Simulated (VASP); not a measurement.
# Sn2PbS3 (Cmcm) in VASP: a series of runs

Runs on Sn2PbS3. Level: PBE. Tasks: single point.

Program: VASP 6.6.1. These are calculated values, not measurements. Logs are shortened: lines on timing, memory, paths and dates and some standing lists are left out, and cuts for length are marked.

**1. The cell of the first run**

Symmetry: Cmcm, No. 63, orthorhombic system. Conventional cell: a = 12.440 Å, b = 11.988 Å, c = 4.175 Å, α = 90.00°, β = 90.00°, γ = 90.00°. Sn (site symmetry m) has 5 S at 2.61 to 2.94 Å within 3.4 Å. Within 3.5 Å of Pb (site symmetry m2m) lie 5 S at 2.68 to 2.99 Å. Within 3.5 Å of S (site symmetry m2m) lie 1 Pb at 2.68 Å and 4 Sn at 2.94 Å. S (site symmetry m) has 3 Sn at 2.61 to 2.93 Å and 2 Pb at 2.99 Å within 3.4 Å.

**2. Single point, PBE**

INCAR

```
SYSTEM = Sn2PbS3
  PREC = Accurate
  ENCUT = 520
  EDIFF = 1E-6
  ISMEAR = 0
  SIGMA = 0.1
  LREAL = .FALSE.
  LASPH = .TRUE.
  NELM = 80
  ALGO = Normal
  ISIF = 2
  LWAVE = .FALSE.
  LCHARG = .TRUE.
  GGA = PE
  LELF = .TRUE.
  LVHAR = .TRUE.
  NBANDS = 72
```

KPOINTS

```
regular mesh
0
G
  2 2 4
  0 0 0
```

POSCAR

```
Sn2PbS3
1.0
    6.2201640000     -5.9939760000      0.0000000000
    6.2201640000      5.9939760000      0.0000000000
    0.0000000000      0.0000000000      4.1745390000
Sn Pb S
4 2 6
Direct
    0.0362220000      0.2948220000      0.7500000000
    0.7051780000      0.9637780000      0.7500000000
    0.2948220000      0.0362220000      0.2500000000
    0.9637780000      0.7051780000      0.2500000000
    0.3683110000      0.6316890000      0.7500000000
    0.6316890000      0.3683110000      0.2500000000
    0.1446120000      0.8553880000      0.7500000000
    0.8234820000      0.5170690000      0.7500000000
    0.4829310000      0.1765180000      0.7500000000
    0.8553880000      0.1446120000      0.2500000000
    0.5170690000      0.8234820000      0.2500000000
    0.1765180000      0.4829310000      0.2500000000
```

Potentials or basis: VASP PAW PBE potentials, release 64 (Sn_d, Pb_d, S).

Started as:

```
$ cat potpaw_PBE.64/Sn_d/POTCAR potpaw_PBE.64/Pb_d/POTCAR potpaw_PBE.64/S/POTCAR > POTCAR
$ mpirun -np 1 vasp_std > vasp.out
```

OUTCAR:

```text
SYSTEM = Sn2PbS3
   PREC = Accurate
   ENCUT = 520
   EDIFF = 1E-6
   ISMEAR = 0
   LREAL = .FALSE.
   LASPH = .TRUE.
   NELM = 80
   ISIF = 2
   GGA = PE

 ion  position               nearest neighbor table
   1  0.036  0.295  0.750-   8 2.61  12 2.93  12 2.93  10 2.94  10 2.94   3 3.74   3 3.74
   2  0.705  0.964  0.750-   9 2.61  11 2.93  11 2.93  10 2.94  10 2.94   4 3.74   4 3.74
   3  0.295  0.036  0.250-  11 2.61   9 2.93   9 2.93   7 2.94   7 2.94   1 3.74   1 3.74
   4  0.964  0.705  0.250-  12 2.61   8 2.93   8 2.93   7 2.94   7 2.94   2 3.74   2 3.74
   5  0.368  0.632  0.750-   7 2.68  11 2.99  12 2.99  11 2.99  12 2.99   6 3.78   6 3.78
   6  0.632  0.368  0.250-  10 2.68   9 2.99   8 2.99   8 2.99   9 2.99   5 3.78   5 3.78
   7  0.145  0.855  0.750-   5 2.68   4 2.94   3 2.94   3 2.94   4 2.94
   8  0.823  0.517  0.750-   1 2.61   4 2.93   4 2.93   6 2.99   6 2.99
   9  0.483  0.177  0.750-   2 2.61   3 2.93   3 2.93   6 2.99   6 2.99
  10  0.855  0.145  0.250-   6 2.68   2 2.94   1 2.94   1 2.94   2 2.94
  11  0.517  0.823  0.250-   3 2.61   2 2.93   2 2.93   5 2.99   5 2.99
  12  0.177  0.483  0.250-   4 2.61   1 2.93   1 2.93   5 2.99   5 2.99

  LATTYP: Found a base centered orthorhombic cell.
 ALAT       =    11.9879520000
 B/A-ratio  =     1.0377358868
 C/A-ratio  =     0.3482278708

  Lattice vectors:

 A1 = (  -6.2201640000,  -5.9939760000,   0.0000000000)
 A2 = (   6.2201640000,  -5.9939760000,   0.0000000000)
 A3 = (   0.0000000000,   0.0000000000,   4.1745390000)

Analysis of symmetry for initial positions (statically):
=====================================================================
 Subroutine PRICEL returns:
 Original cell was already a primitive cell.

 Routine SETGRP: Setting up the symmetry group for a
 base centered orthorhombic supercell.

 Subroutine GETGRP returns: Found  8 space group operations
 (whereof  4 operations were pure point group operations)
 out of a pool of  8 trial point group operations.

The static configuration has the point symmetry C_2h.
 The point group associated with its full space group is D_2h.

Analysis of symmetry for dynamics (positions and initial velocities):
=====================================================================
 Subroutine PRICEL returns:
 Original cell was already a primitive cell.

 Routine SETGRP: Setting up the symmetry group for a
 base centered orthorhombic supercell.

 Subroutine GETGRP returns: Found  8 space group operations
 (whereof  4 operations were pure point group operations)
[... 119 lines left out ...]
   NUPDOWN=      -1.0000    fix difference up-down
   EMIN   =  10.00;   EMAX   =-10.00  energy-range for DOS
   EFERMI =   0.00;   METHOD = LEGACY
   ISMEAR =     0;   SIGMA  =   0.10  broadening in eV -4-tet -1-fermi 0-gaus
   EFERMI_NEDOS =   21; number of points for ismear=-14 and -15
   IALGO  =     38    algorithm
   IMIX   =      4    mixing-type and parameters
     AMIX     =   0.40;   BMIX     =  1.00
     AMIX_MAG =   1.60;   BMIX_MAG =  1.00
  volume/ion in A,a.u.               =      25.94       175.05
  Fermi-wavevector in a.u.,A,eV,Ry     =   1.191471  2.251554 19.314872  1.419603
  Thomas-Fermi vector in A             =   2.327532
   LORBIT       =      0    0 simple, 1 ext, 2 COOP (PROOUT), +10 PAW based schemes
   GGA     = PE    functional components
   LHFCALC =     F    Hartree Fock is set to
   AEXX    =    0.0000 exact exchange contribution
   IVDW    =     0    specifies the selected vdW correction
   LEPSILON=     F    determine dielectric tensor
   LRPA    =     F    only Hartree local field effects (RPA)
 non-spin polarized calculation
 Gauss-broadening in eV      SIGMA  =   0.10
  energy-cutoff  :      520.00
  volume of cell :      311.28
 maximum number of plane-waves:      8412
   NGX = 33   NGY = 33   NGZ = 15

 number of electron     119.9999969 magnetization

 Free energy of the ion-electron system (eV)
  ---------------------------------------------------
  ext. energy  EPLUGINS =         0.00000000
  ---------------------------------------------------
  free energy    TOTEN  =       -52.65349517 eV

  energy without entropy =      -52.65349516  energy(sigma->0) =      -52.65349517

 E-fermi :   5.6760     XC(G=0):  -9.5740

 val. band max:        5.2927690466   @ k =   0.0000   0.0000   0.0000
 cond. band min:       6.0529188930   @ k =   0.5000   0.5000   0.0000
 fundamental gap:      0.7601498464
 Fermi energy:         5.6759553470

 k-point     1 :       0.0000    0.0000    0.0000
  band No.  band energies     occupation
      1     -15.7525      2.00000
      2     -15.7515      2.00000
      3     -15.7461      2.00000
      4     -15.7453      2.00000
      5     -15.7442      2.00000
      6     -15.7388      2.00000
[... 664 lines left out ...]
     71       9.7857      0.00000
     72       9.7898      0.00000

------------------------ aborting loop because EDIFF is reached ----------------------------------------

  FORCE on cell =-STRESS in cart. coord.  units (eV):
  Direction    XX          YY          ZZ          XY          YZ          ZX
  --------------------------------------------------------------------------------------
  -------------------------------------------------------------------------------------
  Total       -0.1640925      0.2661569      0.0004789      0.0000000      0.0000000      0.0000000
  in kB       -0.8445863      1.3699128      0.0024650      0.0000000      0.0000000      0.0000000
  external PRESSURE =       0.1759305 kB  Pullay stress =       0.0000000 kB

 VOLUME and BASIS-vectors are now :
 -----------------------------------------------------------------------------
  energy-cutoff  :      520.00
  volume of cell :      311.28
      direct lattice vectors                 reciprocal lattice vectors
     6.220164000 -5.993976000  0.000000000     0.080383733 -0.083417084  0.000000000
     6.220164000  5.993976000  0.000000000     0.080383733  0.083417084  0.000000000
     0.000000000  0.000000000  4.174539000     0.000000000  0.000000000  0.239547409

 POSITION                                       TOTAL-FORCE (eV/Angst)
 -----------------------------------------------------------------------------------
      2.05915      1.55004      3.13090         0.005640      0.041634     -0.000000
     10.38118      1.55004      3.13090        -0.005640      0.041634     -0.000000
      2.05915     -1.55004      1.04363         0.005640     -0.041634      0.000000
     10.38118     -1.55004      1.04363        -0.005640     -0.041634      0.000000
      6.22016      1.57868      3.13090         0.000000      0.042136      0.000000
      6.22016     -1.57868      1.04363         0.000000     -0.042136      0.000000
      6.22016      4.26037      3.13090         0.000000     -0.002591      0.000000
      8.33845     -1.83663      3.13090         0.005279      0.007624     -0.000000
      4.10188     -1.83663      3.13090        -0.005279      0.007624     -0.000000
      6.22016     -4.26037      1.04363         0.000000      0.002591     -0.000000
      8.33845      1.83663      1.04363         0.005279     -0.007624     -0.000000
      4.10188      1.83663      1.04363        -0.005279     -0.007624     -0.000000
 -----------------------------------------------------------------------------------
    total drift:                                0.000000     -0.000000     -0.000000

  FREE ENERGIE OF THE ION-ELECTRON SYSTEM (eV)
  ---------------------------------------------------
  free  energy   TOTEN  =       -52.6534951681 eV

  energy  without entropy=      -52.6534951632  energy(sigma->0) =      -52.65349517
```

stdout:

```text
POSCAR found type information on POSCAR SnPbS
 POSCAR found :  3 types and      12 ions
 scaLAPACK will be used
 LDA part: xc-table for (Slater+PW92), standard interpolation
 POSCAR, INCAR and KPOINTS ok, starting setup
 FFT: planning ... GRIDC
 FFT: planning ... GRID_SOFT
 FFT: planning ... GRID
 WAVECAR not read
 entering main loop
```

Run time: 2.2 min. Hardware: 1 thread of Intel Xeon Platinum 8488C (Sapphire Rapids), shared host; peak memory 0.44 GiB.

Results:

- Free energy: -52.6535 eV
- Pressure: 0.0 GPa
- Largest force: 0.042 eV/Å
- Band gap on the k mesh: 0.76 eV (least direct gap 0.92 eV)

Forces in eV/Å, atoms in the order of the input:
```
Sn   0.006  0.042  0.000
Sn  -0.006  0.042  0.000
Sn   0.006 -0.042  0.000
Sn  -0.006 -0.042  0.000
Pb   0.000  0.042  0.000
Pb   0.000 -0.042  0.000
S    0.000 -0.003  0.000
S    0.005  0.008  0.000
S   -0.005  0.008  0.000
S    0.000  0.003  0.000
S    0.005 -0.008  0.000
S   -0.005 -0.008  0.000
```

Stress tensor (GPa, compression positive):
```
-0.08  0.00  0.00
 0.00  0.14  0.00
 0.00  0.00  0.00
```

Levels at points of the mesh, in eV from the valence-band top:
```
           k point  band 57  band 58  band 59  band 60  band 61  band 62  band 63  band 64
(0.00, 0.00, 0.00)    -0.95    -0.56    -0.25     0.00     1.51     1.74     1.86     2.06
(0.50, 0.00, 0.00)    -0.73    -0.60    -0.36    -0.01     1.64     1.74     2.02     2.44
(0.50, 0.50, 0.00)    -0.56    -0.38    -0.21    -0.16     0.76     1.20     1.38     2.98
(0.00, 0.00, 0.50)    -1.37    -1.37    -0.15    -0.15     1.48     1.48     2.32     2.32
(0.50, 0.00, 0.50)    -1.09    -1.09    -0.82    -0.82     2.15     2.15     2.24     2.24
(0.50, 0.50, 0.50)    -1.65    -1.65    -0.63    -0.63     1.83     1.83     2.75     2.75
```

Caveat: spin-orbit coupling is left out, which moves the levels of the heavy elements.

**3. Single point, PBE**

INCAR

```
SYSTEM = Sn2PbS3
ALGO     = Normal         ! electronic algorithm
EDIFF    = 1E-7           ! SCF threshold, eV
ENCUT    = 520            ! plane-wave cutoff, eV
GGA      = PE             ! functional
ISIF     = 2              ! what is computed and relaxed
ISMEAR   = 0              ! smearing method
LASPH    = .True.         ! aspherical terms in the spheres
LCHARG   = .False.        ! write CHGCAR
LREAL    = .False.        ! projectors in reciprocal space
LWAVE    = .False.        ! write WAVECAR
NBANDS   = 72             ! bands
NELM     = 100            ! most SCF steps
PREC     = Accurate       ! precision mode
SIGMA    = 0.1            ! smearing width, eV
```

KPOINTS

```
k-points
0
Gamma
  4 2 2
  0 0 0
```

POSCAR

```
Sn2PbS3
1.0
    0.0000000000      0.0000000000     -4.1745390000
    6.2201640000     -5.9939760000      0.0000000000
   -6.2201640000     -5.9939760000      0.0000000000
Sn Pb S
4 2 6
Direct
    0.2500000000      0.0362220000      0.7051780000
    0.2500000000      0.7051780000      0.0362220000
    0.7500000000      0.2948220000      0.9637780000
    0.7500000000      0.9637780000      0.2948220000
    0.2500000000      0.3683110000      0.3683110000
    0.7500000000      0.6316890000      0.6316890000
    0.2500000000      0.1446120000      0.1446120000
    0.2500000000      0.8234820000      0.4829310000
    0.2500000000      0.4829310000      0.8234820000
    0.7500000000      0.8553880000      0.8553880000
    0.7500000000      0.5170690000      0.1765180000
    0.7500000000      0.1765180000      0.5170690000
```

Potentials or basis: VASP PAW PBE potentials, release 64 (Sn_d, Pb_d, S).

Started as:

```
$ cat potpaw_PBE.64/Sn_d/POTCAR potpaw_PBE.64/Pb_d/POTCAR potpaw_PBE.64/S/POTCAR > POTCAR
$ mpirun -np 1 vasp_std > vasp.out
```

Wall time 2.3 min (1 thread of Intel Xeon Platinum 8488C (Sapphire Rapids), shared host); peak memory 0.44 GiB.

It converged, with:

```yaml
Free_energy: -52.6535 eV
Pressure: 0.0 GPa
Largest_force: 0.042 eV/Å
Band_gap_on_the_k_mesh: 0.76 eV (least direct gap 0.92 eV)
```

Forces in eV/Å, atoms in the order of the input:
```
Sn   0.006  0.041  0.000
Sn  -0.006  0.041  0.000
Sn   0.006 -0.041  0.000
Sn  -0.006 -0.041  0.000
Pb   0.000  0.042  0.000
Pb   0.000 -0.042  0.000
S    0.000 -0.002  0.000
S    0.005  0.008  0.000
S   -0.005  0.008  0.000
S    0.000  0.002  0.000
S    0.005 -0.008  0.000
S   -0.005 -0.008  0.000
```

Stress tensor (GPa, compression positive):
```
-0.09  0.00  0.00
 0.00  0.13  0.00
 0.00  0.00  0.00
```

Levels at points of the mesh, in eV from the valence-band top:
| k point | band 57 | band 58 | band 59 | band 60 | band 61 | band 62 | band 63 | band 64 |
| --- | --- | --- | --- | --- | --- | --- | --- | --- |
| (0.00, 0.00, 0.00) | -0.95 | -0.56 | -0.25 | 0.00 | 1.51 | 1.74 | 1.86 | 2.06 |
| (0.50, 0.00, 0.00) | -1.37 | -1.37 | -0.15 | -0.15 | 1.48 | 1.48 | 2.32 | 2.32 |
| (0.00, 0.50, 0.00) | -0.73 | -0.60 | -0.36 | -0.01 | 1.64 | 1.74 | 2.02 | 2.44 |
| (0.50, 0.50, 0.00) | -1.09 | -1.09 | -0.82 | -0.82 | 2.15 | 2.15 | 2.24 | 2.24 |
| (0.00, 0.50, 0.50) | -0.56 | -0.38 | -0.21 | -0.16 | 0.76 | 1.20 | 1.38 | 2.98 |
| (0.50, 0.50, 0.50) | -1.65 | -1.65 | -0.63 | -0.63 | 1.83 | 1.83 | 2.75 | 2.75 |

Caveat: spin-orbit coupling is left out, which moves the levels of the heavy elements.
